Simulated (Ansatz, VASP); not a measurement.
**Sr: VASP beside Ansatz**

```
CELL_PARAMETERS angstrom
4.31000 0.00000 0.00000
-2.15500 3.73257 0.00000
0.00000 0.00000 18.00000
ATOMIC_POSITIONS crystal
Sr 0.33333 0.66667 0.40208
Sr 0.66667 0.33333 0.59792
```

Alike in both runs: task single point; functional PBE; k mesh 6 × 6 × 1; occupations gaussian, width 0.1 eV; no spin polarisation.

```csv
,VASP,Ansatz
version,VASP 6.6.1,Ansatz 0.2.0
potentials or method,"VASP PAW PBE potentials, release 64 (Sr_sv), cutoff 400 eV","scalar-relativistic, plane waves, PAW"
valence electrons in the cell,20,20
```

|  | VASP | Ansatz | Ansatz less VASP |
| --- | --- | --- | --- |
| gap on the k mesh at the Fermi level (eV) | none | none | - |
| rms of the force components (eV/Å) | 0.107 | 0.107 | +0.0003 |

Atom by atom the forces differ by 0.000 eV/Å (rms over components). A gap of «none» marks a metal or a gap that the smearing closes. The functional is the same, so the differences come from potentials, cutoffs and numerics. Ansatz's warnings: slab cell height set.
